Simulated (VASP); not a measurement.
InAs, 2 atoms in the cell. Symmetry: Fm-3m, No. 225, cubic system. Conventional cell: a = 5.641 Å, b = 5.641 Å, c = 5.641 Å, α = 90.00°, β = 90.00°, γ = 90.00°. In (site symmetry m-3m) has 6 As at 2.82 Å within 3.7 Å. Within 3.7 Å of As (site symmetry m-3m) lie 6 In at 2.82 Å. 

| Item | Value |
| --- | --- |
| Program | VASP 6.6.1 |
| Task | single point |
| Functional | revPBE |
| Dispersion | D3(BJ) |
| Potentials or basis | VASP PAW PBE potentials, release 64 (In_d, As) |
| Cutoff | 520 eV |
| k mesh | 8 × 8 × 8 |
| Occupations | fermi-dirac, width 0.05 eV |
| Spin | no spin polarisation |
| Dipole correction | no |
| Further INCAR settings | ALGO = Normal; EDIFF = 1e-07; NBANDS = 16 |

Potentials or basis: VASP PAW PBE potentials, release 64 (In_d, As).

Command:

```sh
$ cat potpaw_PBE.64/In_d/POTCAR potpaw_PBE.64/As/POTCAR > POTCAR
$ mpirun -np 1 vasp_std > vasp.out
```

Hardware: 1 thread of Intel(R) Xeon(R) Platinum 8488C (Sapphire Rapids) (shared host).

Problem. How long does it take, and how much memory?

Solution. Run time: 27 s on 1 thread of Intel(R) Xeon(R) Platinum 8488C (Sapphire Rapids), with other jobs on the host, peak memory 0.19 GiB. Counts: scf iterations 14, k points 29.
